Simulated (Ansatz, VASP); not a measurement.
**Rh in VASP and in Ansatz**

```xyz
4
Lattice="2.6917 0.0000 0.0000 -1.3459 2.3311 0.0000 0.0000 0.0000 8.7981" Properties=species:S:1:pos:R:3 pbc="T T T"
Rh    0.0000    0.0000    0.0000
Rh    0.0000    1.5541    2.1995
Rh    0.0000    0.0000    4.3990
Rh    1.3459    0.7770    6.5986
```

Alike in both runs: task single point; functional r2SCAN; k mesh 10 × 10 × 3; no spin polarisation.

|  | VASP | Ansatz |
| --- | --- | --- |
| version | VASP 6.6.1 | Ansatz 0.2.0 |
| potentials or method | VASP PAW PBE potentials, release 64 (Rh_pv), cutoff 520 eV | plane waves, PAW |
| occupations | methfessel-paxton of order 1, width 0.1 eV | methfessel-paxton of order 1 |
| valence electrons in the cell | 60 | 68 |

```csv
,VASP,Ansatz,Ansatz less VASP
pressure (GPa),-0.3,-1.4,-1.18
"traceless stress, the component that is largest in VASP (GPa)",0.58,0.60,+0.022
```

VASP's potentials were made for PBE, not for r2SCAN. VASP's potentials hold 60 valence electrons a cell and Ansatz's 68, so a difference there can come from the potentials and not from the codes.
